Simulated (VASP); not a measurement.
**CdF2: single point with LDA**

The system is CdF2.

```xyz
3
Lattice="0.0000 2.6940 2.6940 2.6940 0.0000 2.6940 2.6940 2.6940 0.0000" Properties=species:S:1:pos:R:3 pbc="T T T"
Cd    0.0433    0.0433    0.0433
F     1.3470    1.3470    1.3470
F     4.0410    4.0410    4.0410
```

This cell differs from its parent crystal: all Cd atoms moved +0.075 Å, as atom 1 along Cartesian [1 1 1].

```yaml
Program: VASP 6.6.1
Task: single point
Functional: LDA
Potentials_or_basis: VASP PAW LDA potentials, release 64 (Cd, F)
Cutoff: 520 eV
k_mesh: 8 × 8 × 8
Occupations: gaussian, width 0.05 eV
Spin: no spin polarisation
```

```yaml
Pressure: -4.4 GPa
Largest_force: 0.378 eV/Å
Band_gap_on_the_k_mesh: 2.80 eV, indirect (least direct gap 3.28 eV)
```

Forces in eV/Å, atoms in the order of the input:
```
Cd  -0.218 -0.218 -0.218
F    0.134  0.134  0.134
F    0.084  0.084  0.084
```

Stress tensor (GPa, compression positive):
```
-4.40  0.20  0.20
 0.20 -4.40  0.20
 0.20  0.20 -4.40
```

Levels at points of the mesh, in eV from the valence-band top:
```csv
k point,band 11,band 12,band 13,band 14,band 15,band 16
"(0.00, 0.00, 0.00)",-0.48,-0.48,-0.48,2.80,12.32,12.32
"(0.50, 0.00, 0.00)",-1.88,-0.39,-0.38,6.95,8.80,14.15
"(0.50, 0.50, 0.50)",-1.89,-0.39,-0.39,6.95,8.81,14.15
"(0.50, 0.50, 0.00)",-0.50,-0.10,-0.08,7.76,9.35,11.44
```

Wall time 19 s on 1 thread of Intel(R) Xeon(R) 6975P-C (Granite Rapids), on a shared host, peak memory 0.17 GiB.

Caveat: the cell differs from its parent crystal (all Cd atoms moved +0.075 Å, as atom 1 along Cartesian [1 1 1]). A k mesh can miss the band edges.
